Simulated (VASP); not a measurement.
# Yb (Fm-3m) in VASP: a series of runs, part 2 of 2

VASP 6.6.1. The steps go on from the part before.

## (4) Density of states, PBE

This run uses another cell than the first one, of 35.62 Å³/atom, 2.500 times its volume.

The input, POSCAR:

```
Yb
1.0
    0.0000000000      2.6115853807      2.6115853807
    2.6115853807      0.0000000000      2.6115853807
    2.6115853807      2.6115853807      0.0000000000
Yb
1
Direct
    0.0000000000      0.0000000000      0.0000000000
```

The input, INCAR.step1:

```
SYSTEM = Yb
  PREC = Accurate
  ENCUT = 520
  EDIFF = 1E-6
  ISMEAR = -1
  SIGMA = 0.08
  LREAL = .FALSE.
  LASPH = .TRUE.
  NELM = 100
  ALGO = Normal
  ISIF = 2
  LWAVE = .FALSE.
  LCHARG = .TRUE.
  LMAXMIX = 6
  GGA = PE
  NBANDS = 18
```

The input, KPOINTS.step1:

```
regular mesh
0
G
  14 14 14
  0 0 0
```

The input, INCAR.step2:

```
SYSTEM = Yb
  PREC = Accurate
  ENCUT = 520
  EDIFF = 1E-6
  ISMEAR = -5
  SIGMA = 0.08
  LREAL = .FALSE.
  LASPH = .TRUE.
  NELM = 100
  ALGO = Normal
  ISIF = 2
  LWAVE = .FALSE.
  LCHARG = .FALSE.
  LMAXMIX = 6
  GGA = PE
  LORBIT = 10
  NBANDS = 18
  NEDOS = 1001
  ICHARG = 11
```

The input, KPOINTS.step2:

```
regular mesh
0
G
  21 21 21
  0 0 0
```

Potentials or basis: VASP PAW PBE potentials, release 64 (Yb).

Run with:

```console
$ cat potpaw_PBE.64/Yb/POTCAR > POTCAR
$ cp INCAR.step1 INCAR
$ cp KPOINTS.step1 KPOINTS
$ mpirun -np 1 vasp_std > vasp.out
$ cp INCAR.step2 INCAR
$ cp KPOINTS.step2 KPOINTS
$ mpirun -np 1 vasp_std > vasp.out
```

OUTCAR:

```text
SYSTEM = Yb
   PREC = Accurate
   ENCUT = 520
   EDIFF = 1E-6
   ISMEAR = -5
   LREAL = .FALSE.
   LASPH = .TRUE.
   NELM = 100
   ISIF = 2
   GGA = PE
   LORBIT = 10
   ICHARG = 11

 ion  position               nearest neighbor table
   1  0.000  0.000  0.000-

  LATTYP: Found a face centered cubic cell.
 ALAT       =     5.2231707614

  Lattice vectors:

 A1 = (   0.0000000000,   2.6115853807,   2.6115853807)
 A2 = (   2.6115853807,   0.0000000000,   2.6115853807)
 A3 = (   2.6115853807,   2.6115853807,   0.0000000000)

Analysis of symmetry for initial positions (statically):
=====================================================================
 Subroutine PRICEL returns:
 Original cell was already a primitive cell.

 Routine SETGRP: Setting up the symmetry group for a
 face centered cubic supercell.

 Subroutine GETGRP returns: Found 48 space group operations
 (whereof 48 operations were pure point group operations)
 out of a pool of 48 trial point group operations.

The static configuration has the point symmetry O_h .

Analysis of symmetry for dynamics (positions and initial velocities):
=====================================================================
 Subroutine PRICEL returns:
 Original cell was already a primitive cell.

 Routine SETGRP: Setting up the symmetry group for a
 face centered cubic supercell.

 Subroutine GETGRP returns: Found 48 space group operations
 (whereof 48 operations were pure point group operations)
 out of a pool of 48 trial point group operations.

The dynamic configuration has the point symmetry O_h .

 Subroutine INISYM returns: Found 48 space group operations
 (whereof 48 operations are pure point group operations),
 and found     1 'primitive' translations

----------------------------------------------------------------------------------------

                                     Primitive cell

  volume of cell :      35.6240

  direct lattice vectors                    reciprocal lattice vectors
     0.000000000  2.611585381  2.611585381    -0.191454587  0.191454587  0.191454587
     2.611585381  0.000000000  2.611585381     0.191454587 -0.191454587  0.191454587
     2.611585381  2.611585381  0.000000000     0.191454587  0.191454587 -0.191454587

  length of vectors
     3.693339465  3.693339465  3.693339465     0.331609072  0.331609072  0.331609072

  position of ions in fractional coordinates (direct lattice)
     0.000000000  0.000000000  0.000000000

  ion indices of the primitive-cell ions
   primitive index   ion index
                 1           1

----------------------------------------------------------------------------------------

 KPOINTS: regular mesh

Automatic generation of k-mesh.
 Grid dimensions read from file:
 generate k-points for:   21   21   21

 Generating k-lattice:

  Cartesian coordinates                     Fractional coordinates (reciprocal lattice)
    -0.009116885  0.009116885  0.009116885     0.047619048  0.000000000  0.000000000
     0.009116885 -0.009116885  0.009116885     0.000000000  0.047619048  0.000000000
     0.009116885  0.009116885 -0.009116885     0.000000000  0.000000000  0.047619048

  Length of vectors
     0.015790908  0.015790908  0.015790908

  Shift w.r.t. Gamma in fractional coordinates (k-lattice)
     0.000000000  0.000000000  0.000000000

 TETIRR: Found   1276 inequivalent tetrahedra from    55566

 Subroutine IBZKPT returns following result:
 ===========================================

 Found    286 irreducible k-points:

 Following reciprocal coordinates:
            Coordinates               Weight
  0.000000  0.000000  0.000000      1.000000
  0.047619  0.000000  0.000000      8.000000
  0.095238  0.000000  0.000000      8.000000
  0.142857  0.000000  0.000000      8.000000
  0.190476  0.000000  0.000000      8.000000
  0.238095  0.000000  0.000000      8.000000
[... 16 lines left out ...]
 -0.428571  0.047619  0.000000     24.000000
 -0.380952  0.047619  0.000000     24.000000
 [... further k-points ...]
   k-points           NKPTS =    286   k-points in BZ     NKDIM =    286   number of bands    NBANDS=     18
   number of dos      NEDOS =   1001   number of ions     NIONS =      1
   total plane-waves  NPLWV =  21952
   dimension x,y,z NGX =    28 NGY =   28 NGZ =   28
   dimension x,y,z NGXF=    56 NGYF=   56 NGZF=   56
   ions per type =               1
   NGX,Y,Z   is equivalent  to a cutoff of  12.60, 12.60, 12.60 a.u.
   NGXF,Y,Z  is equivalent  to a cutoff of  25.21, 25.21, 25.21 a.u.
 SYSTEM =  Yb
   PREC   = accura    normal or accurate (medium, high low for compatibility)
   ISTART =      0    job   : 0-new  1-cont  2-samecut
   ICHARG =     11    charge: 1-file 2-atom 10-const
   ISPIN  =      1    spin polarized calculation?
   LNONCOLLINEAR =      F non collinear calculations
   LSORBIT =      F    spin-orbit coupling
   LASPH  =      T    aspherical Exc in radial PAW
   ENCUT  =  520.0 eV  38.22 Ry    6.18 a.u.   6.87  6.87  6.87*2*pi/ulx,y,z
   NELM   =    100;   NELMIN=  2; NELMDL=  0     # of ELM steps
   EDIFF  = 0.1E-05   stopping-criterion for ELM
   LREAL  =      F    real-space projection
   EDIFFG = 0.1E-04   stopping-criterion for IOM
   NSW    =      0    number of steps for IOM
   IBRION =     -1    ionic relax: 0-MD 1-quasi-New 2-CG
   NFREE  =      0    steps in history (QN), initial steepest desc. (CG)
   ISIF   =      2    stress and relaxation
   ISYM   =      2    0-nonsym 1-usesym 2-fastsym
   POTIM  = 0.5000    time-step for ionic-motion
   TEBEG  =    0.0;   TEEND  =   0.0 temperature during run
   PSTRESS=    0.0 pullay stress
   NELECT =      24.0000    total number of electrons
   NUPDOWN=      -1.0000    fix difference up-down
   EMIN   =  10.00;   EMAX   =-10.00  energy-range for DOS
   EFERMI =   0.00;   METHOD = LEGACY
   ISMEAR =    -5;   SIGMA  =   0.08  broadening in eV -4-tet -1-fermi 0-gaus
   EFERMI_NEDOS =   21; number of points for ismear=-14 and -15
   IALGO  =     38    algorithm
   IMIX   =      4    mixing-type and parameters
     AMIX     =   0.40;   BMIX     =  1.00
     AMIX_MAG =   1.60;   BMIX_MAG =  1.00
  volume/ion in A,a.u.               =      35.62       240.40
  Fermi-wavevector in a.u.,A,eV,Ry     =   1.435151  2.712043 28.023365  2.059659
  Thomas-Fermi vector in A             =   2.554481
   LORBIT       =     10    0 simple, 1 ext, 2 COOP (PROOUT), +10 PAW based schemes
   GGA     = PE    functional components
   LHFCALC =     F    Hartree Fock is set to
   AEXX    =    0.0000 exact exchange contribution
   IVDW    =     0    specifies the selected vdW correction
   LEPSILON=     F    determine dielectric tensor
   LRPA    =     F    only Hartree local field effects (RPA)
 non-spin polarized calculation
 Fermi weights with tetrahedron method with Bloechl corrections
  energy-cutoff  :      520.00
  volume of cell :       35.62
 maximum number of plane-waves:       975

 number of electron      24.0000013 magnetization

 Free energy of the ion-electron system (eV)
  ---------------------------------------------------
  ext. energy  EPLUGINS =         0.00000000
  ---------------------------------------------------
  free energy    TOTEN  =        -3.56971609 eV

  energy without entropy =       -3.56971609  energy(sigma->0) =       -3.56971609

 E-fermi :   1.5966     XC(G=0):  -9.4836

 val. band max:        1.5943396509   @ k =  -0.2857   0.4286   0.1905
 cond. band min:       1.6021303276   @ k =  -0.3810   0.3333   0.0476
 fundamental gap:      0.0077906767
 Fermi energy:         1.5966476372

 k-point     1 :       0.0000    0.0000    0.0000
  band No.  band energies     occupation
      1     -50.1481      2.00000
      2     -22.3222      2.00000
      3     -22.3222      2.00000
      4     -22.3222      2.00000
      5      -3.5767      2.00000
      6       1.0730      2.00000
[... 10 lines left out ...]
     17       6.6106      0.00000
     18      11.1573      0.00000

 k-point     2 :       0.0476    0.0000    0.0000
  band No.  band energies     occupation
      1     -50.1477      2.00000
      2     -22.3302      2.00000
      3     -22.3232      2.00000
      4     -22.3232      2.00000
      5      -3.5232      2.00000
      6       1.0735      2.00000
[... 10 lines left out ...]
     17       6.5746      0.00000
     18      11.2913      0.00000
[... 442 lines left out ...]
 k-point    24 :      -0.3810    0.0476    0.0000
  band No.  band energies     occupation
      1     -50.1324      2.00000
      2     -22.6341      2.00000
      3     -22.3730      2.00000
      4     -22.3634      2.00000
      5      -0.7177      2.00000
      6       1.1066      2.00000
[... 10 lines left out ...]
     17       7.9319      0.00000
     18       9.4909      0.00000

 [... further k-points ...]
[... 5 lines left out ...]
  --------------------------------------------------------------------------------------
  -------------------------------------------------------------------------------------
  Total      -14.2215713    -14.2215713    -14.2215713      0.0000000      0.0000000      0.0000000
  in kB     -639.6103516   -639.6103516   -639.6103516      0.0000000      0.0000000      0.0000000
  external PRESSURE =    -639.6103516 kB  Pullay stress =       0.0000000 kB

 VOLUME and BASIS-vectors are now :
 -----------------------------------------------------------------------------
  energy-cutoff  :      520.00
  volume of cell :       35.62
      direct lattice vectors                 reciprocal lattice vectors
     0.000000000  2.611585381  2.611585381    -0.191454587  0.191454587  0.191454587
     2.611585381  0.000000000  2.611585381     0.191454587 -0.191454587  0.191454587
     2.611585381  2.611585381  0.000000000     0.191454587  0.191454587 -0.191454587

 POSITION                                       TOTAL-FORCE (eV/Angst)
 -----------------------------------------------------------------------------------
      0.00000      0.00000      0.00000        -0.000000     -0.000000     -0.000000
 -----------------------------------------------------------------------------------
    total drift:                               -0.000000     -0.000000      0.000000

  FREE ENERGIE OF THE ION-ELECTRON SYSTEM (eV)
  ---------------------------------------------------
  free  energy   TOTEN  =        -3.5697160943 eV

  energy  without entropy=       -3.5697160943  energy(sigma->0) =       -3.56971609

 total charge

# of ion       s       p       d       f       tot
--------------------------------------------------
    1        2.225   5.984   0.262  13.654  22.125
```

Wall time 2.8 min (1 thread of AMD EPYC 9R45 (Zen 5), shared host); peak memory 0.29 GiB.

What came out:

- Valence electrons inside the program's atomic spheres: Yb 22.12

Caveat: spin-orbit coupling is left out, which moves the levels of the heavy elements.
